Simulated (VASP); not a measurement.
# K4I3Br: single point with PBE

The system is K4I3Br.

```
K I Br
1.0
     7.11653    0.00000    0.00000
     0.00000    7.11653    0.00000
     0.00000    0.00000    7.11653
K I Br
4 3 1
Direct
  0.00000 0.00000 0.00000
  0.50000 0.50000 0.00000
  0.50000 0.00000 0.50000
  0.00000 0.50000 0.50000
  0.00000 0.50000 0.00000
  0.00000 0.00000 0.50000
  0.50000 0.00000 0.00000
  0.50000 0.50000 0.50000
```

- Program: VASP 6.6.1
- Task: single point
- Functional: PBE
- Potentials or basis: VASP PAW PBE potentials, release 64 (K_sv, I, Br)
- Cutoff: 520 eV
- k mesh: 4 × 4 × 4
- Occupations: fermi-dirac, width 0.0511 eV
- Spin: no spin polarisation
- Dipole correction: no
- k mesh for the DOS: 6 × 6 × 6
- Occupations for the DOS: tetrahedron
- Further INCAR settings: ALGO = Normal; EDIFF = 1e-07; NBANDS = 42

```
Valence electrons inside the program's atomic spheres : K 7.55; I 4.35; Br 4.87
```

Levels at points of the mesh, in eV from the valence-band top:
| k point | band 28 | band 29 | band 30 | band 31 | band 32 | band 33 | band 34 | band 35 | band 36 | band 37 |
| --- | --- | --- | --- | --- | --- | --- | --- | --- | --- | --- |
| (0.00, 0.00, 0.00) | -0.30 | -0.30 | 0.00 | 0.00 | 0.00 | 3.90 | 5.19 | 5.19 | 5.19 | 5.70 |
| (0.50, 0.00, 0.00) | -0.52 | -0.22 | -0.22 | -0.14 | -0.14 | 5.20 | 5.20 | 5.63 | 5.94 | 6.45 |
| (0.50, 0.50, 0.00) | -0.42 | -0.32 | -0.32 | -0.26 | -0.25 | 5.96 | 6.05 | 6.05 | 6.30 | 6.39 |
| (0.50, 0.50, 0.50) | -0.27 | -0.27 | -0.26 | -0.26 | -0.26 | 5.43 | 5.71 | 5.71 | 5.71 | 7.50 |

It took 12 min on 1 thread of Intel Xeon 8259CL (shared host), peak memory 0.53 GiB.

Caveat: spin-orbit coupling is left out, which moves the levels of the heavy elements.
